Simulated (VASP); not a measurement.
Wanted: the native input for a VASP 6.6.1 run.

```yaml
Task: single point
Functional: PBE
Potentials_or_basis: VASP PAW PBE potentials, release 64 (Nb_sv, O)
Cutoff: 520 eV
k_mesh: 17 × 17 × 17
Occupations: fermi-dirac, width 0.0612256 eV
Spin: no spin polarisation
Dipole_correction: no
Further_INCAR_settings: ALGO = Normal; EDIFF = 1e-07; NBANDS = 23
```

The structure of Nb2O (antifluorite type) lies in POSCAR:

```
Nb2O
1.0
    0.0000000000      2.8053002812      2.8053002812
    2.8053002812      0.0000000000      2.8053002812
    2.8053002812      2.8053002812      0.0000000000
Nb O
2 1
Direct
    0.2500000000      0.2500000000      0.2500000000
    0.7500000000      0.7500000000      0.7500000000
    0.0000000000      0.0000000000      0.0000000000
```

One way to write it, as run:

INCAR

```
SYSTEM = Nb2O
ALGO = Normal
EDIFF = 1E-7
ENCUT = 520
GGA = PE
ISIF = 2
ISMEAR = -1
LASPH = .TRUE.
LCHARG = .FALSE.
LREAL = .FALSE.
LWAVE = .FALSE.
NBANDS = 23
NELM = 60
PREC = Accurate
SIGMA = 0.06122561905347299
```

KPOINTS

```
k-points
0
G
  17 17 17
  0 0 0
```

Potentials or basis: VASP PAW PBE potentials, release 64 (Nb_sv, O).

The run is started by

```bash
$ cat potpaw_PBE.64/Nb_sv/POTCAR potpaw_PBE.64/O/POTCAR > POTCAR
$ mpirun -np 1 vasp_std > vasp.out
```

Results of the run:

- Pressure: -3.5 GPa
- Band gap on the k mesh: zero (band 16 reaches 11.79 eV, above the bottom of band 17 at 10.91 eV)

Wall time 100 s on 1 thread of Intel(R) Xeon(R) 6975P-C (Granite Rapids), with other jobs on the host, peak memory 0.27 GiB.
